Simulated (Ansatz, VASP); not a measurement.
**One calculation of BaF2, two programs**

File INCAR:

```
ALGO = Normal ; EDIFF = 1E-6
ENCUT = 600 ; GGA = PE
GGA_COMPAT = F ; ISIF = 2
ISMEAR = -1 ; LASPH = T
LCHARG = F ; LORBIT = 11
LORBMOM = T ; LREAL = F
LSORBIT = T ; LWAVE = F
MAGMOM = 0 0 0 0 0 0 0 0 0 ; NBANDS = 37
NELM = 200 ; PREC = Accurate
SIGMA = 0.02
```

KPOINTS

```
k-points
0
Gamma
  7 7 7
```

Contents of POSCAR:

```
BaF2
1.0
    0.0000000000      3.1230132130      3.1230132130
    3.1230132130      0.0000000000      3.1230132130
    3.1230132130      3.1230132130      0.0000000000
Ba F
1 2
Direct
    0.0000000000      0.0000000000      0.0000000000
    0.2500000000      0.2500000000      0.2500000000
    0.7500000000      0.7500000000      0.7500000000
```

Input for Ansatz:

```yaml
crystal:
  lattice:
    - [0.0, 3.123013213, 3.123013213]
    - [3.123013213, 0.0, 3.123013213]
    - [3.123013213, 3.123013213, 0.0]
  atoms:
    - { symbol: Ba, position: [0.0, 0.0, 0.0] }
    - { symbol: F, position: [0.25, 0.25, 0.25] }
    - { symbol: F, position: [0.75, 0.75, 0.75] }
kpoints:
  mp_grid: { grid: [7, 7, 7] }
  band_path:
    path:
      - [0.0, 0.0, 0.0]
      - [0.5, 0.0, 0.5]
      - [0.625, 0.25, 0.625]
      - [0.375, 0.375, 0.75]
      - [0.0, 0.0, 0.0]
      - [0.5, 0.5, 0.5]
      - [0.5, 0.25, 0.75]
      - [0.5, 0.0, 0.5]
    npoints: 8
scf:
  occupations: { method: fermi_dirac, width: 0.02 }
hamiltonian:
  xc: pbe
  pseudopotentials: { kind: paw_fr }
output:
  forces: true
  stress: true
  eigenvalues: true
magnetization:
  noncollinear: true
  spin_orbit: true
```

Alike in both runs: task single point; functional PBE; k mesh 7 × 7 × 7; occupations fermi-dirac, width 0.02 eV; non-collinear spin, spin-orbit coupling.

|  | VASP | Ansatz |
| --- | --- | --- |
| version | VASP 6.6.1 | Ansatz 0.2.0 |
| potentials or method | VASP PAW PBE potentials, release 64 (Ba_sv, F) | PAW with Ansatz's default frozen-core files, fully relativistic files with spin-orbit coupling |
| plane-wave cutoff (eV) | 600 | 420 |
| valence electrons in the cell | 24 | 24 |

VASP gave:

- pressure (GPa): 0.9

Task: What did Ansatz give for the same quantities?

Result: Pressure (GPa): 0.0.
